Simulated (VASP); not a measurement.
A run of VASP 6.6.1 is set up as follows.

Contents of POSCAR:

```
BaS
1.0
    0.1262295688      3.6456413397      3.6456413397
    3.6456413397      0.1262295688      3.6456413397
    3.6456413397      3.6456413397      0.1262295688
Ba S
1 1
Direct
    0.0028000927      0.0028000927      0.0028000927
    0.2471999073      0.2471999073      0.2471999073
```

File INCAR.step1:

```
SYSTEM = BaS
ALGO     = Normal         ! electronic algorithm
EDIFF    = 1E-5           ! SCF threshold, eV
ENCUT    = 520            ! plane-wave cutoff, eV
GGA      = PE             ! functional
ISIF     = 2              ! what is computed and relaxed
ISMEAR   = 0              ! smearing method
LASPH    = .TRUE.         ! aspherical terms in the spheres
LCHARG   = .FALSE.        ! write CHGCAR
LREAL    = .FALSE.        ! projectors in reciprocal space
LWAVE    = .TRUE.         ! write WAVECAR
NBANDS   = 15             ! bands
NELM     = 80             ! most SCF steps
PREC     = Accurate       ! precision mode
SIGMA    = 0.01           ! smearing width, eV
```

Contents of INCAR.step2:

```
SYSTEM = BaS
ALGO     = Normal         ! electronic algorithm
EDIFF    = 1E-6           ! SCF threshold, eV
ENCUT    = 520            ! plane-wave cutoff, eV
GGA      = PE             ! functional
HFSCREEN = 0.2079         ! screening, 1/A
ISIF     = 2              ! what is computed and relaxed
ISMEAR   = 0              ! smearing method
ISTART   = 1            
LASPH    = .TRUE.         ! aspherical terms in the spheres
LCHARG   = .FALSE.        ! write CHGCAR
LHFCALC  = .TRUE.         ! exact exchange
LREAL    = .FALSE.        ! projectors in reciprocal space
LWAVE    = .FALSE.        ! write WAVECAR
NBANDS   = 15             ! bands
NELM     = 80             ! most SCF steps
PREC     = Accurate       ! precision mode
PRECFOCK = Normal       
SIGMA    = 0.01           ! smearing width, eV
```

Contents of KPOINTS:

```
k-points
0
G
  4 4 4
  0 0 0
```

Potentials or basis: VASP PAW PBE potentials, release 64 (Ba_sv, S).

Command:

```console
$ cat potpaw_PBE.64/Ba_sv/POTCAR potpaw_PBE.64/S/POTCAR > POTCAR
$ cp INCAR.step1 INCAR
$ mpirun -np 1 vasp_std > vasp.out
$ cp INCAR.step2 INCAR
$ mpirun -np 1 vasp_std > vasp.out
```

Task: What does it give for the band gap on the k mesh?

Result: 3.54 eV (least direct gap 4.11 eV).

Task: Predict the pressure.

Result: -1.3 GPa.

Task: What does it give for the largest force?

Result: 0.006 eV/Å.

Forces in eV/Å, atoms in the order of the input:
```
Ba  -0.003 -0.003 -0.003
S    0.003  0.003  0.003
```

Caveat: the cell differs from its parent crystal (strain along [111] +5.4%); the structure was generated, so it needn't be the stable form of BaS; the PAW data sets were made with another functional, which shifts forces and pressure a little; spin-orbit coupling is left out, which moves the levels of the heavy elements. A k mesh can miss the band edges.
